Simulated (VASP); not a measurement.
Crystal: RbBr.

```
Rb Br
1.0
     3.92318    0.00000    0.00000
     0.00000    3.92318    0.00000
     0.00000    0.00000    4.23030
Rb Br
1 1
Cartesian
  0.0000 0.0000 0.0000
  1.9616 1.9616 2.1151
```

This cell differs from its parent crystal: epitaxial xy strain -5.0%.

Program: VASP 6.6.1. Alike in all runs: task single point; potentials or basis VASP PAW PBE potentials, release 64 (Rb_sv, Br); no spin polarisation; cell as given; cutoff (eV) 520.

Task: Order these runs on this cell by their band gap on the k mesh, lowest first.
A. level r2SCAN; k mesh 6 × 6 × 6; smearing gaussian 0.01 eV
B. level HSE06; k mesh 4 × 4 × 4; smearing gaussian 0.01 eV; grid for exact exchange (PRECFOCK) Normal; screening parameter 0.2079 1/Å
C. level PBE; k mesh 6 × 6 × 6; smearing fermi-dirac 0.02 eV

Result: C (4.13 eV), A (4.89 eV), B (5.33 eV).

A k mesh can miss the band edges.
